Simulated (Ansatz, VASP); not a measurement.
**One calculation of InGa3P2, two programs**

```
In Ga P
1.0
     6.37258    0.00000    0.00000
    -3.18629    5.51882    0.00000
     0.00000    0.00000    3.59054
In Ga P
1 3 2
Direct
  0.00000 0.00000 0.00000
  0.00000 0.50000 0.50000
  0.50000 0.50000 0.50000
  0.50000 0.00000 0.50000
  0.66667 0.33333 0.00000
  0.33333 0.66667 0.00000
```

Change from the starting cell: species swapped into the LaGa2Rh3 type (P6/mmm, No. 191).

Alike in both runs: functional PBE; k mesh 6 × 6 × 10; occupations gaussian, width 0.1 eV; no spin polarisation.

Ansatz relaxed the structure, and its values are those at the end. VASP's run is a single point on that final structure, the one shown.

|  | VASP | Ansatz |
| --- | --- | --- |
| version | VASP 6.6.1 | Ansatz 0.2.0 |
| potentials or method | VASP PAW PBE potentials, release 64 (In_d, Ga_d, P), cutoff 520 eV | scalar-relativistic, plane waves, PAW |
| valence electrons in the cell | 62 | 62 |

Ansatz gave:

* gap on the k mesh at the Fermi level (eV): none
* pressure (GPa): 0.0

Problem. What did VASP give for the same quantities?

Solution. gap on the k mesh at the Fermi level (eV): none; pressure (GPa): 0.1.

A gap of «none» marks a metal or a gap that the smearing closes.
